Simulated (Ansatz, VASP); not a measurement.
# One calculation of InP, two programs

File INCAR:

```
SYSTEM = InP
PREC = Accurate
ENCUT = 500
EDIFF = 1E-6
ISMEAR = 0
SIGMA = 0.02
LREAL = .False.
LASPH = .True.
NELM = 120
ALGO = Normal
ISIF = 2
LWAVE = .False.
LCHARG = .True.
GGA = PS
LELF = .True.
LVHAR = .True.
NBANDS = 16
GGA_COMPAT = .False.
```

KPOINTS

```
regular mesh
0
Gamma
  16 16 16
  0 0 0
```

POSCAR

```
InP
1.0
    0.0000000000      2.9394395695      2.9394395695
    2.9394395695      0.0000000000      2.9394395695
    2.9394395695      2.9394395695      0.0000000000
In P
1 1
Direct
    0.0000000000      0.0000000000      0.0000000000
    0.2500000000      0.2500000000      0.2500000000
```

Input for Ansatz:

```yaml
crystal:
  lattice:
    - [0.0, 2.9394395695, 2.9394395695]
    - [2.9394395695, 0.0, 2.9394395695]
    - [2.9394395695, 2.9394395695, 0.0]
  atoms:
    - { symbol: In, position: [0.0, 0.0, 0.0] }
    - { symbol: P, position: [0.25, 0.25, 0.25] }
basis:
  ecutwfc: 420
kpoints:
  mp_grid: { grid: [16, 16, 16] }
hamiltonian:
  xc: pbesol
  pseudopotentials: { kind: paw, azcp: { folder: soft_1 } }
scf:
  occupations: { method: gaussian, width: 0.02 }
output:
  forces: true
  stress: true
  eigenvalues: true
```

Alike in both runs: task single point; functional PBEsol; k mesh 16 × 16 × 16; occupations gaussian, width 0.02 eV; no spin polarisation.

|  | VASP | Ansatz |
| --- | --- | --- |
| version | VASP 6.6.1 | Ansatz 0.2.0 |
| potentials or method | VASP PAW PBE potentials, release 64 (In_d, P), cutoff 500 eV | scalar-relativistic, plane waves, PAW |
| valence electrons in the cell | 18 | 18 |

```csv
,VASP,Ansatz,Ansatz less VASP
gap on the k mesh at the Fermi level (eV),0.57,0.57,-0.001
least direct gap on the mesh (eV),0.57,0.57,-0.001
pressure (GPa),0.0,0.0,+0.03
```

VASP's potentials were made for PBE, not for PBEsol, and Ansatz warns of the same on its side. With one functional, cell and mesh, what is left measures potentials, basis and numerics.
